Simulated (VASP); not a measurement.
Here is a VASP 6.6.1 calculation.

The input POSCAR:

```
Sb
1.0
    3.1184076918      0.0000000000      0.0000000000
    0.0000000000      3.1184076918      0.0000000000
    0.0000000000      0.0000000000      3.0766268610
Sb
1
Direct
    0.0000000000      0.0000000000      0.0000000000
```

Contents of INCAR.step1:

```
ALGO = Normal
EDIFF = 1E-5
ENCUT = 550
GGA = PE
GGA_COMPAT = F
ISMEAR = 0
LASPH = T
LCHARG = F
LREAL = F
LWAVE = T
NBANDS = 8
NELM = 120
PREC = Accurate
SIGMA = 0.1
```

File INCAR.step2:

```
ALGO = Normal
EDIFF = 1E-6
ENCUT = 550
GGA_COMPAT = F
ISIF = 2
ISMEAR = 0
ISTART = 1
LASPH = T
LCHARG = F
LMIXTAU = T
LREAL = F
LWAVE = F
METAGGA = R2SCAN
NBANDS = 8
NELM = 120
PREC = Accurate
SIGMA = 0.1
```

KPOINTS

```
k-points
0
Gamma
  16 16 16
```

Potentials or basis: VASP PAW PBE potentials, release 64 (Sb).

The run is started by

```sh
$ cat potpaw_PBE.64/Sb/POTCAR > POTCAR
$ cp INCAR.step1 INCAR
$ mpirun -np 1 vasp_std > vasp.out
$ cp INCAR.step2 INCAR
$ mpirun -np 1 vasp_std > vasp.out
```

(1) Estimate the pressure.

Results:

(1) -1.1 GPa.

Caveat: the cell differs from its parent crystal (biaxial strain in the a-b plane: +1.0 %, then relaxed in part); the PAW data sets were made with another functional, which shifts forces and pressure a little.
